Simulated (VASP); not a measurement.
# La (P6_3/mmc) in VASP: further runs

La is run at these levels: LDA, PBEsol, r2SCAN; tasks: electric field gradients.

Everything below comes from runs of VASP 6.6.1. Logs are shortened: lines on timing, memory, paths and dates and some standing lists are left out, and cuts for length are marked.

## 1. The cell of the first run

Symmetry: P6_3/mmc, No. 194, hexagonal system. Conventional cell: a = 3.799 Å, b = 3.799 Å, c = 6.150 Å, α = 90.00°, β = 90.00°, γ = 120.00°. Within 5.0 Å of La (site symmetry -6m2) lie 12 La at 3.78 to 3.80 Å.

## 2. Electric field gradients, LDA (functional lda, volume scaled by 1.04)

Input file INCAR:

```
PREC = Accurate ; ENCUT = 520
EDIFF = 1E-8 ; ISMEAR = -1
SIGMA = 0.08 ; LREAL = F
LASPH = T ; NELM = 100
ALGO = Normal ; ISIF = 2
LWAVE = F ; LCHARG = F
GGA = CA ; LEFG = T
NBANDS = 18
```

Input file KPOINTS:

```
Automatic mesh
0
Gamma
  11 11 6
```

Input file POSCAR:

```
La
1.0
    3.7993498420      0.0000000000      0.0000000000
   -1.8996749210      3.2903334810      0.0000000000
    0.0000000000      0.0000000000      6.1498775812
La
2
Direct
    0.3333333333      0.6666666667      0.2500000000
    0.6666666667      0.3333333333      0.7500000000
```

Potentials or basis: VASP PAW LDA potentials, release 64 (La).

On the command line:

```bash
$ cat potpaw_LDA.64/La/POTCAR > POTCAR
$ mpirun -np 1 vasp_std > vasp.out
```

OUTCAR:

```text
PREC = Accurate
   ENCUT = 520
   EDIFF = 1E-8
   ISMEAR = -1
   LREAL = F
   LASPH = T
   NELM = 100
   ISIF = 2
   GGA = CA

 ion  position               nearest neighbor table
   1  0.333  0.667  0.250-
   2  0.667  0.333  0.750-

  LATTYP: Found a hexagonal cell.
 ALAT       =     3.7993498420
 C/A-ratio  =     1.6186657815

  Lattice vectors:

 A1 = (   3.7993498420,   0.0000000000,   0.0000000000)
 A2 = (  -1.8996749210,   3.2903334810,   0.0000000000)
 A3 = (   0.0000000000,   0.0000000000,   6.1498775812)

Analysis of symmetry for initial positions (statically):
=====================================================================
 Subroutine PRICEL returns:
 Original cell was already a primitive cell.

 Routine SETGRP: Setting up the symmetry group for a
 hexagonal supercell.

 Subroutine GETGRP returns: Found 24 space group operations
 (whereof 12 operations were pure point group operations)
 out of a pool of 24 trial point group operations.

The static configuration has the point symmetry D_3d.
 The point group associated with its full space group is D_6h.

Analysis of symmetry for dynamics (positions and initial velocities):
=====================================================================
 Subroutine PRICEL returns:
 Original cell was already a primitive cell.

 Routine SETGRP: Setting up the symmetry group for a
 hexagonal supercell.

 Subroutine GETGRP returns: Found 24 space group operations
 (whereof 12 operations were pure point group operations)
 out of a pool of 24 trial point group operations.

The dynamic configuration has the point symmetry D_3d.
 The point group associated with its full space group is D_6h.

 Subroutine INISYM returns: Found 24 space group operations
 (whereof 12 operations are pure point group operations),
 and found     1 'primitive' translations

----------------------------------------------------------------------------------------

                                     Primitive cell

  volume of cell :      76.8804

  direct lattice vectors                    reciprocal lattice vectors
     3.799349842  0.000000000  0.000000000     0.263202927  0.151960281  0.000000000
    -1.899674921  3.290333481  0.000000000     0.000000000  0.303920562  0.000000000
[... 114 lines left out ...]
   LEPSILON=     F    determine dielectric tensor
   LRPA    =     F    only Hartree local field effects (RPA)
 non-spin polarized calculation
  energy-cutoff  :      520.00
  volume of cell :       76.88
 maximum number of plane-waves:      2087
   NGX = 15   NGY = 15   NGZ = 23

 number of electron      22.0000000 magnetization

 Free energy of the ion-electron system (eV)
  ---------------------------------------------------
  ext. energy  EPLUGINS =         0.00000000
  ---------------------------------------------------
  free energy    TOTEN  =       -10.97102329 eV

  energy without entropy =      -10.88336214  energy(sigma->0) =      -10.92719271

 E-fermi :   7.3199     XC(G=0):  -9.6255

 val. band max:        7.3181594660   @ k =   0.2727   0.2727   0.1667
 cond. band min:       7.3324008523   @ k =   0.1818   0.0909   0.0000
 fundamental gap:      0.0142413863
 Fermi energy:         7.3198747567

 k-point     1 :       0.0000    0.0000    0.0000
  band No.  band energies     occupation
      1     -25.4637      2.00000
      2     -25.2847      2.00000
      3      -9.7902      2.00000
      4      -8.6919      2.00000
      5      -8.6919      2.00000
      6      -8.5207      2.00000
[... 481 lines left out ...]
      5      -9.0455      2.00000
      6      -8.8191      2.00000
[... 10 lines left out ...]
     17       8.8798      0.00000
     18       8.9307      0.00000

 [... further k-points ...]
[... 5 lines left out ...]
  --------------------------------------------------------------------------------------
  -------------------------------------------------------------------------------------
  Total       -1.7871075     -1.7871075     -1.8737954     -0.0000000      0.0000000      0.0000000
  in kB      -37.2430790    -37.2430790    -39.0496435     -0.0000000      0.0000000      0.0000000
  external PRESSURE =     -37.8452671 kB  Pullay stress =       0.0000000 kB

 VOLUME and BASIS-vectors are now :
 -----------------------------------------------------------------------------
  energy-cutoff  :      520.00
  volume of cell :       76.88
      direct lattice vectors                 reciprocal lattice vectors
     3.799349842  0.000000000  0.000000000     0.263202927  0.151960281  0.000000000
    -1.899674921  3.290333481  0.000000000     0.000000000  0.303920562  0.000000000
     0.000000000  0.000000000  6.149877581     0.000000000  0.000000000  0.162604863

 POSITION                                       TOTAL-FORCE (eV/Angst)
 -----------------------------------------------------------------------------------
     -0.00000      2.19356      1.53747         0.000000      0.000000      0.000000
      1.89967      1.09678      4.61241        -0.000000     -0.000000      0.000000
 -----------------------------------------------------------------------------------
    total drift:                               -0.000000      0.000000     -0.000000

  FREE ENERGIE OF THE ION-ELECTRON SYSTEM (eV)
  ---------------------------------------------------
  free  energy   TOTEN  =       -10.9710232879 eV

  energy  without entropy=      -10.8833621384  energy(sigma->0) =      -10.92719271

 Electric field gradients (V/A^2)
---------------------------------------------------------------------
 ion       V_xx      V_yy      V_zz      V_xy      V_xz      V_yz
---------------------------------------------------------------------
   1      -4.756    -4.755     9.511     0.000     0.000    -0.000
   2      -4.756    -4.755     9.511     0.000    -0.000     0.000
---------------------------------------------------------------------

 Electric field gradients after diagonalization (V/A^2)
 (convention: |V_zz| > |V_xx| > |V_yy|)
----------------------------------------------------------------------
 ion       V_xx      V_yy      V_zz     asymmetry (V_yy - V_xx)/ V_zz
----------------------------------------------------------------------
   1      -4.756    -4.755     9.511       0.000
   2      -4.756    -4.755     9.511       0.000
----------------------------------------------------------------------

           NMR quadrupolar parameters

 Cq : quadrupolar parameter    Cq=e*Q*V_zz/h
 eta: asymmetry parameters     (V_yy - V_xx)/ V_zz
 Q  : nuclear electric quadrupole moment in mb (millibarn)
----------------------------------------------------------------------
 ion       Cq(MHz)       eta       Q (mb)
----------------------------------------------------------------------
   1       0.023       0.000       1.000
   2       0.023       0.000       1.000
----------------------------------------------------------------------
```

stdout:

```text
POSCAR found type information on POSCAR La
 POSCAR found :  1 types and       2 ions
 scaLAPACK will be used
 LDA part: xc-table for (Slater(with rela. corr.)+CA(PZ))
 , standard interpolation
 POSCAR, INCAR and KPOINTS ok, starting setup
 FFT: planning ... GRIDC
 FFT: planning ... GRID_SOFT
 FFT: planning ... GRID
 WAVECAR not read
 entering main loop
ion   1

ion   2
```

It took 71 s on 1 thread of Intel Xeon Platinum 8488C (Sapphire Rapids), shared host; peak memory 0.22 GiB.

What came out:

```yaml
Free_energy: -10.9710 eV
Pressure: -3.8 GPa
Band_gap_on_the_k_mesh: zero (band 11 reaches 8.31 eV, above the bottom of band 12 at 6.99 eV)
```

Stress tensor (GPa, compression positive):
```
-3.72  0.00  0.00
 0.00 -3.72  0.00
 0.00  0.00 -3.90
```

Electric field gradients, principal values (V/Å²):
| atom | least | middle | greatest (by size) |
| --- | --- | --- | --- |
| 1 La | -4.755 | -4.756 | 9.511 |
| 2 La | -4.755 | -4.756 | 9.511 |

Caveat: without QUAD_EFG the Cq values of the log hold for a quadrupole moment of 1 mb, not for the nuclei; spin-orbit coupling is left out, which moves the levels of the heavy elements.

## 3. Electric field gradients, PBEsol (functional pbesol, volume scaled by 1.04)

Input file INCAR:

```
  PREC = Accurate
  ENCUT = 520
  EDIFF = 1E-8
  ISMEAR = -1
  SIGMA = 0.08
  LREAL = F
  LASPH = T
  NELM = 100
  ALGO = Normal
  ISIF = 2
  LWAVE = F
  LCHARG = F
  GGA = PS
  LEFG = T
  NBANDS = 18
```

Input file KPOINTS:

```
regular mesh
0
Gamma
  11 11 6
```

POSCAR is that of step 2.

Potentials or basis: VASP PAW PBE potentials, release 64 (La).

On the command line:

```bash
$ cat potpaw_PBE.64/La/POTCAR > POTCAR
$ mpirun -np 1 vasp_std > vasp.out
```

OUTCAR:

```text
PREC = Accurate
   ENCUT = 520
   EDIFF = 1E-8
   ISMEAR = -1
   LREAL = F
   LASPH = T
   NELM = 100
   ISIF = 2
   GGA = PS

 ion  position               nearest neighbor table
   1  0.333  0.667  0.250-
   2  0.667  0.333  0.750-

  LATTYP: Found a hexagonal cell.
 ALAT       =     3.7993498420
 C/A-ratio  =     1.6186657815

  Lattice vectors:

 A1 = (   3.7993498420,   0.0000000000,   0.0000000000)
 A2 = (  -1.8996749210,   3.2903334810,   0.0000000000)
 A3 = (   0.0000000000,   0.0000000000,   6.1498775812)

Analysis of symmetry for initial positions (statically):
=====================================================================
 Subroutine PRICEL returns:
 Original cell was already a primitive cell.

 Routine SETGRP: Setting up the symmetry group for a
 hexagonal supercell.

 Subroutine GETGRP returns: Found 24 space group operations
 (whereof 12 operations were pure point group operations)
 out of a pool of 24 trial point group operations.

The static configuration has the point symmetry D_3d.
 The point group associated with its full space group is D_6h.

Analysis of symmetry for dynamics (positions and initial velocities):
=====================================================================
 Subroutine PRICEL returns:
 Original cell was already a primitive cell.

 Routine SETGRP: Setting up the symmetry group for a
 hexagonal supercell.

 Subroutine GETGRP returns: Found 24 space group operations
 (whereof 12 operations were pure point group operations)
 out of a pool of 24 trial point group operations.

The dynamic configuration has the point symmetry D_3d.
 The point group associated with its full space group is D_6h.
[... 149 lines left out ...]
 cond. band min:       7.3933869154   @ k =   0.1818   0.0000   0.5000
 fundamental gap:      0.0115395541
 Fermi energy:         7.3933047209

 k-point     1 :       0.0000    0.0000    0.0000
  band No.  band energies     occupation
      1     -25.4830      2.00000
      2     -25.3058      2.00000
      3      -9.7509      2.00000
      4      -8.6572      2.00000
      5      -8.6572      2.00000
      6      -8.4871      2.00000
[... 481 lines left out ...]
      5      -9.0092      2.00000
      6      -8.7837      2.00000
[... 10 lines left out ...]
     17       9.1333      0.00000
     18       9.1992      0.00000

 [... further k-points ...]
[... 5 lines left out ...]
  --------------------------------------------------------------------------------------
  -------------------------------------------------------------------------------------
  Total       -1.1433450     -1.1433450     -1.2398196      0.0000000      0.0000000      0.0000000
  in kB      -23.8271564    -23.8271564    -25.8376733      0.0000000      0.0000000      0.0000000
  external PRESSURE =     -24.4973287 kB  Pullay stress =       0.0000000 kB

 VOLUME and BASIS-vectors are now :
 -----------------------------------------------------------------------------
  energy-cutoff  :      520.00
  volume of cell :       76.88
      direct lattice vectors                 reciprocal lattice vectors
     3.799349842  0.000000000  0.000000000     0.263202927  0.151960281  0.000000000
    -1.899674921  3.290333481  0.000000000     0.000000000  0.303920562  0.000000000
     0.000000000  0.000000000  6.149877581     0.000000000  0.000000000  0.162604863

 POSITION                                       TOTAL-FORCE (eV/Angst)
 -----------------------------------------------------------------------------------
     -0.00000      2.19356      1.53747        -0.000000      0.000000      0.000000
      1.89967      1.09678      4.61241         0.000000     -0.000000      0.000000
 -----------------------------------------------------------------------------------
    total drift:                               -0.000000      0.000000     -0.000000

  FREE ENERGIE OF THE ION-ELECTRON SYSTEM (eV)
  ---------------------------------------------------
  free  energy   TOTEN  =       -10.5975167607 eV

  energy  without entropy=      -10.5120069796  energy(sigma->0) =      -10.55476187

 Electric field gradients (V/A^2)
---------------------------------------------------------------------
 ion       V_xx      V_yy      V_zz      V_xy      V_xz      V_yz
---------------------------------------------------------------------
   1      -5.278    -5.277    10.555     0.000     0.000    -0.000
   2      -5.278    -5.277    10.555     0.000    -0.000     0.000
---------------------------------------------------------------------

 Electric field gradients after diagonalization (V/A^2)
 (convention: |V_zz| > |V_xx| > |V_yy|)
----------------------------------------------------------------------
 ion       V_xx      V_yy      V_zz     asymmetry (V_yy - V_xx)/ V_zz
----------------------------------------------------------------------
   1      -5.278    -5.277    10.555       0.000
   2      -5.278    -5.277    10.555       0.000
----------------------------------------------------------------------

           NMR quadrupolar parameters

 Cq : quadrupolar parameter    Cq=e*Q*V_zz/h
 eta: asymmetry parameters     (V_yy - V_xx)/ V_zz
 Q  : nuclear electric quadrupole moment in mb (millibarn)
----------------------------------------------------------------------
 ion       Cq(MHz)       eta       Q (mb)
----------------------------------------------------------------------
   1       0.026       0.000       1.000
   2       0.026       0.000       1.000
----------------------------------------------------------------------
```

OSZICAR:

```text
N       E                     dE             d eps       ncg     rms          rms(c)
DAV:   1     0.252908366021E+03    0.25291E+03   -0.80226E+03  2312   0.164E+03
DAV:   2     0.270071450280E+02   -0.22590E+03   -0.22268E+03  3264   0.305E+02
DAV:   3    -0.707886026966E+01   -0.34086E+02   -0.33187E+02  3818   0.134E+02
DAV:   4    -0.103270755531E+02   -0.32482E+01   -0.32091E+01  4598   0.374E+01
DAV:   5    -0.105863312220E+02   -0.25926E+00   -0.25847E+00  3704   0.102E+01    0.293E+00
DAV:   6    -0.106135028566E+02   -0.27172E-01   -0.59468E-01  4590   0.493E+00    0.143E+00
DAV:   7    -0.105994378289E+02    0.14065E-01   -0.36984E-02  3752   0.124E+00    0.527E-01
DAV:   8    -0.105974338893E+02    0.20039E-02   -0.76778E-03  4608   0.652E-01    0.588E-02
DAV:   9    -0.105974818612E+02   -0.47972E-04   -0.49575E-04  3904   0.140E-01    0.340E-02
DAV:  10    -0.105975071328E+02   -0.25272E-04   -0.14776E-04  4544   0.727E-02    0.225E-02
DAV:  11    -0.105975116084E+02   -0.44756E-05   -0.14596E-05  3720   0.290E-02    0.127E-02
DAV:  12    -0.105975156610E+02   -0.40526E-05   -0.11484E-05  4464   0.270E-02    0.444E-03
DAV:  13    -0.105975158317E+02   -0.17064E-06   -0.55369E-07  4000   0.436E-03    0.427E-03
DAV:  14    -0.105975166885E+02   -0.85679E-06   -0.23066E-06  4168   0.109E-02    0.103E-03
DAV:  15    -0.105975167415E+02   -0.53062E-07   -0.26800E-07  4576   0.302E-03    0.509E-04
DAV:  16    -0.105975167674E+02   -0.25835E-07   -0.90191E-08  3872   0.192E-03    0.269E-04
DAV:  17    -0.105975167607E+02    0.66302E-08   -0.73759E-09  3056   0.924E-04
   1 F= -.10597517E+02 E0= -.10554762E+02  d E =-.855098E-01
```

It took 96 s on 1 thread of Intel Xeon Platinum 8488C (Sapphire Rapids), shared host; peak memory 0.24 GiB.

What came out:

| Quantity | Value |
| --- | --- |
| Free energy | -10.5975 eV |
| Pressure | -2.4 GPa |
| Band gap on the k mesh | zero (band 11 reaches 8.49 eV, above the bottom of band 12 at 7.07 eV) |

Stress tensor (GPa, compression positive):
```
-2.38  0.00  0.00
 0.00 -2.38  0.00
 0.00  0.00 -2.58
```

Electric field gradients, principal values (V/Å²):
```csv
atom,least,middle,greatest (by size)
1 La,-5.277,-5.278,10.555
2 La,-5.277,-5.278,10.555
```

Caveat: without QUAD_EFG the Cq values of the log hold for a quadrupole moment of 1 mb, not for the nuclei; the PAW data sets were made with another functional, which shifts forces and pressure a little; spin-orbit coupling is left out, which moves the levels of the heavy elements.

(Continued in part 2 of 2.)
